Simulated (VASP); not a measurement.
Input of a VASP 6.6.1 run:

File INCAR:

```
SYSTEM = Se
ALGO = Normal
EDIFF = 1E-7
EDIFFG = -0.04
ENCUT = 600
GGA = PE
IBRION = 2
ISIF = 3
ISMEAR = 0
LASPH = .TRUE.
LCHARG = .FALSE.
LREAL = .FALSE.
LWAVE = .FALSE.
NELM = 80
NSW = 90
PREC = Accurate
SIGMA = 0.1
```

The input KPOINTS:

```
k-points
0
G
  6 6 6
  0 0 0
```

POSCAR

```
Se
1.0
    4.6319850131      0.0000000000      0.0000000000
   -2.3159925065      4.0114166913      0.0000000000
    0.0000000000      0.0000000000      3.4676661815
Se
3
Direct
    0.3333333333      0.6666666667      0.5000000000
    0.0000000000      0.0000000000      0.0000000000
    0.6666666667      0.3333333333      0.5000000000
```

Potentials or basis: VASP PAW PBE potentials, release 64 (Se).

Run with:

```sh
$ cat potpaw_PBE.64/Se/POTCAR > POTCAR
$ mpirun -np 1 vasp_std > vasp.out
```

(1) Estimate the relaxed volume.

(2) Estimate the space group after relaxing (to 0.05 Å).

(3) Predict the relaxed cell.

## Answers

(1) 21.50 Å³/atom.

(2) P6/mmm (No. 191).

(3) a = 4.620 Å, b = 4.620 Å, c = 3.489 Å, α = 90.00°, β = 90.00°, γ = 120.00°.
